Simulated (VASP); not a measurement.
The system is AlN.

```
Al N
1.0
     0.00000    2.00702    2.00702
     2.00702    0.00000    2.00702
     2.00702    2.00702    0.00000
Al N
1 1
Direct
  0.50000 0.50000 0.50000
  0.00000 0.00000 0.00000
```

This cell differs from its parent crystal: volume scaled by 0.96.

Base run:

| Quantity | Value |
| --- | --- |
| Program | VASP 6.6.1 |
| Functional | PBEsol |
| Potentials or basis | VASP PAW PBE potentials, release 64 (Al, N) |
| Cutoff | 520 eV |
| k mesh | 11 × 11 × 11 |
| Occupations | fermi-dirac, width 0.05 eV |
| Spin | no spin polarisation |

Its results: band gap on the k mesh 4.90 eV, indirect (least direct gap 5.99 eV); pressure 6.3 GPa.

Question: The run is repeated on the same cell with these changes: functional from PBEsol to PBE0; k mesh from 11 × 11 × 11 to 6 × 6 × 6. What comes out?

Answer: Band gap on the k mesh 6.98 eV, indirect (least direct gap 8.32 eV); pressure 3.6 GPa.

Several settings changed at once, so the effect can't be laid on one alone.

Caveats: some runs use coarse meshes; the PAW data sets were made with another functional, which shifts forces and pressure a little.

A k mesh can miss the band edges.
